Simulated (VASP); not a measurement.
Set up this calculation in VASP 6.6.1, as the native input.

| Item | Value |
| --- | --- |
| Task | single point |
| Functional | PBE |
| Potentials or basis | VASP PAW PBE potentials, release 64 (In_d, Y_sv, N) |
| Cutoff | 520 eV |
| k mesh | 6 × 6 × 2 |
| Occupations | gaussian, width 0.01 eV |
| Spin | no spin polarisation |
| Dipole correction | no |
| Further INCAR settings | ALGO = Normal; EDIFF = 1e-06; NBANDS = 45 |

The structure of YIn3N4 lies in POSCAR:

```
YIn3N4
1.0
    3.6796886222      0.0000000000      0.0000000000
   -1.8398443111      3.1867038248      0.0000000000
    0.0000000000      0.0000000000     11.6936770602
In Y N
3 1 4
Direct
    0.3333333333      0.6666666667      0.0030044521
    0.3333333333      0.6666666667      0.4950109370
    0.6666666667      0.3333333333      0.2488378415
    0.6666666667      0.3333333333      0.7445716009
    0.3333333333      0.6666666667      0.1927630929
    0.3333333333      0.6666666667      0.6837441287
    0.6666666667      0.3333333333      0.4388200608
    0.6666666667      0.3333333333      0.9432478861
```

The input as run:

INCAR

```
PREC     = Accurate       # precision mode
ENCUT    = 520            # plane-wave cutoff, eV
EDIFF    = 1E-6           # SCF threshold, eV
ISMEAR   = 0              # smearing method
SIGMA    = 0.01           # smearing width, eV
LREAL    = False          # projectors in reciprocal space
LASPH    = True           # aspherical terms in the spheres
NELM     = 80             # most SCF steps
ALGO     = Normal         # electronic algorithm
ISIF     = 2              # what is computed and relaxed
LWAVE    = False          # write WAVECAR
LCHARG   = False          # write CHGCAR
GGA      = PE             # functional
NBANDS   = 45             # bands
```

KPOINTS

```
Automatic mesh
0
Gamma
  6 6 2
```

Potentials or basis: VASP PAW PBE potentials, release 64 (In_d, Y_sv, N).

Launch:

```bash
$ cat potpaw_PBE.64/In_d/POTCAR potpaw_PBE.64/Y_sv/POTCAR potpaw_PBE.64/N/POTCAR > POTCAR
$ mpirun -np 1 vasp_std > vasp.out
```

It gave:

```
Pressure               : -3.2 GPa
Largest force          : 0.083 eV/Å
Band gap on the k mesh : 0.26 eV (least direct gap 0.27 eV)
```

Caveat: the cell stands under tension; spin-orbit coupling is left out, which moves the levels of the heavy elements.

Wall time 51 s on 1 thread of Intel(R) Xeon(R) 6975P-C (Granite Rapids) (shared host), peak memory 0.3 GiB.
